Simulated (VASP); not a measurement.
# Mo (P6/mmm) in VASP: notebook, part 2 of 2

VASP 6.6.1. Earlier steps stand in the parts before.

## (3) Single point, r2SCAN (strain +0.015 along x and y, -0.030 along z)

Contents of POSCAR:

```
Mo
1.0
    2.7765430532      0.0000000000      0.0000000000
   -1.3882715266      2.4045568187      0.0000000000
    0.0000000000      0.0000000000      2.4785252790
Mo
1
Direct
    0.0000000000      0.0000000000      0.5000000000
```

Contents of INCAR.step1:

```
SYSTEM = Mo
PREC = Accurate ; ENCUT = 520
ISMEAR = 0 ; SIGMA = 0.15
LREAL = .False. ; LASPH = .True.
NELM = 80 ; NBANDS = 13
GGA = PE ; ALGO = Normal
EDIFF = 1E-4 ; LWAVE = .True.
LCHARG = .False.
```

Contents of INCAR.step2:

```
SYSTEM = Mo
PREC = Accurate ; ENCUT = 520
EDIFF = 1E-6 ; ISMEAR = 0
SIGMA = 0.15 ; LREAL = .False.
LASPH = .True. ; NELM = 80
ALGO = Normal ; ISIF = 2
LWAVE = .False. ; LCHARG = .True.
METAGGA = R2SCAN ; LMIXTAU = .True.
LELF = .True. ; LVHAR = .True.
NBANDS = 13 ; ISTART = 1
```

Contents of KPOINTS:

```
regular mesh
0
Gamma
  18 18 18
  0 0 0
```

Potentials or basis: VASP PAW PBE potentials, release 64 (Mo_sv).

Started as:

```sh
cat potpaw_PBE.64/Mo_sv/POTCAR > POTCAR
cp INCAR.step1 INCAR
mpirun -np 1 vasp_std > vasp.out
cp INCAR.step2 INCAR
mpirun -np 1 vasp_std > vasp.out
```

OUTCAR:

```text
SYSTEM = Mo
   PREC = Accurate
   ENCUT = 520
   EDIFF = 1E-6
   ISMEAR = 0
   LREAL = .False.
   LASPH = .True.
   NELM = 80
   ISIF = 2
   METAGGA = R2SCAN
   ISTART = 1

 ion  position               nearest neighbor table
   1  0.000  0.000  0.500-

  LATTYP: Found a hexagonal cell.
 ALAT       =     2.7765430532
 C/A-ratio  =     0.8926658912

  Lattice vectors:

 A1 = (   2.7765430532,   0.0000000000,   0.0000000000)
 A2 = (  -1.3882715266,   2.4045568187,   0.0000000000)
 A3 = (   0.0000000000,   0.0000000000,   2.4785252790)

Analysis of symmetry for initial positions (statically):
=====================================================================
 Subroutine PRICEL returns:
 Original cell was already a primitive cell.

 Routine SETGRP: Setting up the symmetry group for a
 hexagonal supercell.

 Subroutine GETGRP returns: Found 24 space group operations
 (whereof 24 operations were pure point group operations)
 out of a pool of 24 trial point group operations.

The static configuration has the point symmetry D_6h.

Analysis of symmetry for dynamics (positions and initial velocities):
[... 171 lines left out ...]
      5       4.3830      2.00000
      6       6.7685      2.00000
      7      10.5399      2.00000
      8      10.5399      2.00000
      9      16.1194      0.00000
     10      16.1194      0.00000
     11      24.7249      0.00000
     12      29.5926      0.00000
     13      32.7655      0.00000
[... 354 lines left out ...]
  band No.  band energies     occupation
      1     -51.2577      2.00000
      2     -25.2747      2.00000
      3     -24.4384      2.00000
      4     -23.5144      2.00000
      5       6.9020      2.00000
      6       7.8552      2.00000
      7      11.2948      1.90595
      8      13.4949      0.00000
      9      15.3051      0.00000
     10      16.3367      0.00000
     11      21.7444      0.00000
     12      24.4505      0.00000
     13      30.2484      0.00000

 [... further k-points ...]

------------------------ aborting loop because EDIFF is reached ----------------------------------------

  FORCE on cell =-STRESS in cart. coord.  units (eV):
  Direction    XX          YY          ZZ          XY          YZ          ZX
  --------------------------------------------------------------------------------------
  -------------------------------------------------------------------------------------
  Total       -0.1342380     -0.1342380      0.8263318      0.0000000     -0.0000000      0.0000000
  in kB      -12.9973037    -12.9973037     80.0077820      0.0000000     -0.0000000      0.0000000
  external PRESSURE =      18.0043916 kB  Pullay stress =       0.0000000 kB

 VOLUME and BASIS-vectors are now :
 -----------------------------------------------------------------------------
  energy-cutoff  :      520.00
  volume of cell :       16.55
      direct lattice vectors                 reciprocal lattice vectors
     2.776543053  0.000000000  0.000000000     0.360160091  0.207938526  0.000000000
    -1.388271527  2.404556819  0.000000000     0.000000000  0.415877052  0.000000000
     0.000000000  0.000000000  2.478525279     0.000000000  0.000000000  0.403465726

 POSITION                                       TOTAL-FORCE (eV/Angst)
 -----------------------------------------------------------------------------------
      0.00000      0.00000      1.23926        -0.000000      0.000000      0.000000
 -----------------------------------------------------------------------------------
    total drift:                                0.000000      0.000000      0.000000

  FREE ENERGIE OF THE ION-ELECTRON SYSTEM (eV)
  ---------------------------------------------------
  free  energy   TOTEN  =       -25.1438391483 eV

  energy  without entropy=      -25.1324654263  energy(sigma->0) =      -25.13815229
```

Wall time 3.1 min (1 thread of Intel Xeon Platinum 8375C at 2.90GHz (Ice Lake), shared host); peak memory 0.19 GiB.

What came out:

```yaml
Free_energy: -25.1438 eV
Pressure: 1.8 GPa
Band_gap_on_the_k_mesh: zero (bands 7 and 8 overlap by 1.80 eV)
```

Stress tensor (GPa, compression positive):
```
-1.30  0.00  0.00
 0.00 -1.30  0.00
 0.00  0.00  8.00
```

Caveat: the cell differs from its parent crystal (strain +0.015 along x and y, -0.030 along z); the PAW data sets were made with another functional, which shifts forces and pressure a little.

## (4) Single point, r2SCAN (strain +0.000 along x and y, +0.015 along z)

Contents of POSCAR:

```
Mo
1.0
    2.7355103972      0.0000000000      0.0000000000
   -1.3677551986      2.3690214963      0.0000000000
    0.0000000000      0.0000000000      2.5935084105
Mo
1
Direct
    0.0000000000      0.0000000000      0.5000000000
```

Contents of INCAR.step1:

```
SYSTEM = Mo
  PREC = Accurate
  ENCUT = 520
  ISMEAR = 0
  SIGMA = 0.15
  LREAL = .False.
  LASPH = .True.
  NELM = 60
  NBANDS = 13
  GGA = PE
  ALGO = Normal
  EDIFF = 1E-4
  LWAVE = .True.
  LCHARG = .False.
```

Contents of INCAR.step2:

```
SYSTEM = Mo
  PREC = Accurate
  ENCUT = 520
  EDIFF = 1E-6
  ISMEAR = 0
  SIGMA = 0.15
  LREAL = .False.
  LASPH = .True.
  NELM = 60
  ALGO = Normal
  ISIF = 2
  LWAVE = .False.
  LCHARG = .True.
  METAGGA = R2SCAN
  LMIXTAU = .True.
  LELF = .True.
  LVHAR = .True.
  NBANDS = 13
  ISTART = 1
```

Contents of KPOINTS:

```
Automatic mesh
0
Gamma
  18 18 18
  0 0 0
```

Started as:

```sh
cat potpaw_PBE.64/Mo_sv/POTCAR > POTCAR
cp INCAR.step1 INCAR
mpirun -np 1 vasp_std > vasp.out
cp INCAR.step2 INCAR
mpirun -np 1 vasp_std > vasp.out
```

Run time: 4.1 min. Hardware: 1 thread of Intel Xeon Platinum 8375C at 2.90GHz (Ice Lake), shared host; peak memory 0.18 GiB.

Results (log left out):

| Item | Value |
| --- | --- |
| Free energy | -25.1440 eV |
| Pressure | -1.6 GPa |
| Band gap on the k mesh | zero (bands 7 and 8 overlap by 1.86 eV) |

Stress tensor (GPa, compression positive):
```
 1.88  0.00  0.00
 0.00  1.88  0.00
 0.00  0.00 -8.48
```

Levels at points of the mesh, in eV from the Fermi level:
| k point | band 4 | band 5 | band 6 | band 7 | band 8 | band 9 | band 10 | band 11 |
| --- | --- | --- | --- | --- | --- | --- | --- | --- |
| (0.00, 0.00, 0.00) | -35.57 | -7.22 | -4.68 | -0.98 | -0.98 | 4.17 | 4.17 | 13.56 |
| (0.50, 0.00, 0.00) | -35.45 | -5.22 | -3.34 | 0.88 | 0.93 | 3.47 | 4.53 | 10.52 |
| (0.00, 0.00, 0.50) | -35.43 | -4.11 | -0.34 | -0.21 | -0.21 | 1.06 | 1.06 | 9.87 |
| (0.50, 0.00, 0.50) | -35.75 | -5.48 | -3.73 | -0.26 | 4.83 | 5.81 | 6.46 | 7.38 |

Caveat: the cell differs from its parent crystal (strain +0.000 along x and y, +0.015 along z); the PAW data sets were made with another functional, which shifts forces and pressure a little.

## (5) Single point, r2SCAN (strain +0.015 along x and y, -0.015 along z)

Contents of POSCAR:

```
Mo
1.0
    2.7765430532      0.0000000000      0.0000000000
   -1.3882715266      2.4045568187      0.0000000000
    0.0000000000      0.0000000000      2.5168529895
Mo
1
Direct
    0.0000000000      0.0000000000      0.5000000000
```

Contents of INCAR.step1:

```
ALGO = Normal
EDIFF = 1E-4
ENCUT = 520
GGA = PE
ISMEAR = 0
LASPH = T
LCHARG = F
LREAL = F
LWAVE = T
NBANDS = 13
NELM = 60
PREC = Accurate
SIGMA = 0.15
```

Contents of INCAR.step2:

```
ALGO = Normal
EDIFF = 1E-6
ENCUT = 520
ISIF = 2
ISMEAR = 0
ISTART = 1
LASPH = T
LCHARG = F
LMIXTAU = T
LREAL = F
LWAVE = F
METAGGA = R2SCAN
NBANDS = 13
NELM = 60
PREC = Accurate
SIGMA = 0.15
```

Contents of KPOINTS:

```
k-points
0
Gamma
  18 18 18
```

Started as:

```sh
cat potpaw_PBE.64/Mo_sv/POTCAR > POTCAR
cp INCAR.step1 INCAR
mpirun -np 1 vasp_std > vasp.out
cp INCAR.step2 INCAR
mpirun -np 1 vasp_std > vasp.out
```

Run time: 3.6 min. Hardware: 1 thread of Intel Xeon Platinum 8375C at 2.90GHz (Ice Lake), shared host; peak memory 0.2 GiB.

It converged, with:

```yaml
Free_energy: -25.1514 eV
Pressure: -1.7 GPa
Band_gap_on_the_k_mesh: zero (bands 7 and 8 overlap by 1.80 eV)
```

Stress tensor (GPa, compression positive):
```
-3.32  0.00  0.00
 0.00 -3.32  0.00
 0.00  0.00  1.52
```

Levels at points of the mesh, in eV from the Fermi level:
```csv
k point,band 5,band 6,band 7,band 8,band 9,band 10
"(0.00, 0.00, 0.00)",-7.07,-4.62,-0.90,-0.90,4.46,4.46
"(0.50, 0.00, 0.00)",-5.02,-3.50,0.84,1.61,3.85,4.32
"(0.00, 0.00, 0.50)",-3.65,0.06,0.06,0.17,0.68,0.68
"(0.50, 0.00, 0.50)",-5.44,-3.23,-0.56,4.73,6.23,6.81
```

Caveat: the cell differs from its parent crystal (strain +0.015 along x and y, -0.015 along z); the PAW data sets were made with another functional, which shifts forces and pressure a little.

## (6) Single point, r2SCAN (strain +0.030 along x and y, -0.030 along z)

Contents of POSCAR:

```
Mo
1.0
    2.8175757091      0.0000000000      0.0000000000
   -1.4087878546      2.4400921412      0.0000000000
    0.0000000000      0.0000000000      2.4785252790
Mo
1
Direct
    0.0000000000      0.0000000000      0.5000000000
```

Contents of INCAR.step1:

```
ALGO = Normal ; EDIFF = 1E-4
ENCUT = 520 ; GGA = PE
ISMEAR = 0 ; LASPH = True
LCHARG = False ; LREAL = False
LWAVE = True ; NBANDS = 13
NELM = 100 ; PREC = Accurate
SIGMA = 0.15
```

Contents of INCAR.step2:

```
ALGO = Normal ; EDIFF = 1E-7
ENCUT = 520 ; ISIF = 2
ISMEAR = 0 ; ISTART = 1
LASPH = True ; LCHARG = False
LMIXTAU = True ; LREAL = False
LWAVE = False ; METAGGA = R2SCAN
NBANDS = 13 ; NELM = 100
PREC = Accurate ; SIGMA = 0.15
```

KPOINTS is that of step 5.

Potentials or basis: VASP PAW PBE potentials, release 64 (Mo_sv).

Started as:

```sh
cat potpaw_PBE.64/Mo_sv/POTCAR > POTCAR
cp INCAR.step1 INCAR
mpirun -np 1 vasp_std > vasp.out
cp INCAR.step2 INCAR
mpirun -np 1 vasp_std > vasp.out
```

It took 3.9 min on 1 thread of Intel Xeon Platinum 8375C at 2.90GHz (Ice Lake), shared host; peak memory 0.2 GiB.

It converged, with:

```
Free energy            : -25.1291 eV
Pressure               : -4.2 GPa
Band gap on the k mesh : zero (bands 7 and 8 overlap by 1.74 eV)
```

Stress tensor (GPa, compression positive):
```
-8.10  0.00  0.00
 0.00 -8.10  0.00
 0.00  0.00  3.45
```

Levels at points of the mesh, in eV from the Fermi level:
```
           k point  band 3  band 4  band 5  band 6  band 7  band 8  band 9  band 10  band 11  band 12
(0.00, 0.00, 0.00)  -35.58  -35.10   -6.97   -4.56   -0.89   -0.89    4.55     4.55    13.14    18.29
(0.50, 0.00, 0.00)  -35.85  -34.99   -4.87   -3.60    0.71    2.04    4.02     4.06     9.75    13.41
(0.00, 0.00, 0.50)  -35.35  -35.35   -3.33    0.19    0.19    0.37    0.37     0.46    11.58    17.08
(0.50, 0.00, 0.50)  -36.40  -35.60   -5.35   -2.89   -0.79    4.55    6.35     6.97     7.47    17.07
```

Caveat: the cell differs from its parent crystal (strain +0.030 along x and y, -0.030 along z); the cell stands under tension; the PAW data sets were made with another functional, which shifts forces and pressure a little.

## (7) Overview

| cell | gap on the mesh (eV) | pressure (GPa) |
| --- | --- | --- |
| a = 2.694, b = 2.694, c = 2.632 Å, angles 90.0, 90.0, 120.0°, 1 atom | none | 2.6 |
| a = 2.777, b = 2.777, c = 2.479 Å, angles 90.0, 90.0, 120.0°, 1 atom | none | 1.8 |
| a = 2.736, b = 2.736, c = 2.594 Å, angles 90.0, 90.0, 120.0°, 1 atom | none | -1.6 |
| a = 2.777, b = 2.777, c = 2.517 Å, angles 90.0, 90.0, 120.0°, 1 atom | none | -1.7 |
| a = 2.818, b = 2.818, c = 2.479 Å, angles 90.0, 90.0, 120.0°, 1 atom | none | -4.2 |

Alike in all rows: task single point; level r2SCAN; potentials or basis VASP PAW PBE potentials, release 64 (Mo_sv); no spin polarisation; k mesh 18 × 18 × 18; cutoff (eV) 520; smearing gaussian 0.15 eV.

Caveats: the PAW data sets were made with another functional, which shifts forces and pressure a little; the cell stands under tension (at least some runs).

Absolute energies hang on the potentials; compare differences alone.
